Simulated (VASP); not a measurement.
## In: single point with PBE

In:

```xyz
1
Lattice="-1.6505 1.6505 2.5111 1.6505 -1.6505 2.5111 1.6505 1.6505 -2.5111" Properties=species:S:1:pos:R:3 pbc="T T T"
In    0.0000    0.0000    0.0000
```

This cell differs from its parent crystal: strain +0.015 along x and y, +0.015 along z.

* Program: VASP 6.6.1
* Task: single point
* Functional: PBE
* Potentials or basis: VASP PAW PBE potentials, release 64 (In_d)
* Cutoff: 520 eV
* k mesh: 20 × 20 × 20
* Occupations: gaussian, width 0.15 eV
* Spin: no spin polarisation
* Dipole correction: no
* Further INCAR settings: ALGO = Fast; EDIFF = 1e-06; NBANDS = 12

The pressure is 0.1 GPa.

Stress tensor (GPa, compression positive):
```
 0.25  0.00  0.00
 0.00  0.25  0.00
 0.00  0.00 -0.05
```

Levels at points of the mesh, in eV from the Fermi level:
```csv
k point,band 2,band 3,band 4,band 5,band 6,band 7,band 8,band 9,band 10,band 11
"(0.00, 0.00, 0.00)",-14.56,-14.56,-14.49,-14.40,-9.24,10.14,10.14,10.29,11.48,13.57
"(0.50, 0.00, 0.00)",-14.62,-14.54,-14.32,-14.29,-4.28,-3.18,7.28,8.81,10.99,11.11
"(0.50, 0.50, 0.00)",-14.70,-14.32,-14.30,-14.22,-1.82,-1.76,3.44,3.87,6.80,7.18
"(0.50, 0.50, 0.50)",-14.70,-14.30,-14.28,-14.28,-2.97,-2.50,4.61,4.61,7.93,7.99
```

Run time: 2.5 min on 1 thread of AMD EPYC 9R45 96-Core Processor (Zen 5) (shared host), peak memory 0.28 GiB.

Caveat: the cell differs from its parent crystal (strain +0.015 along x and y, +0.015 along z); spin-orbit coupling is left out, which moves the levels of the heavy elements.
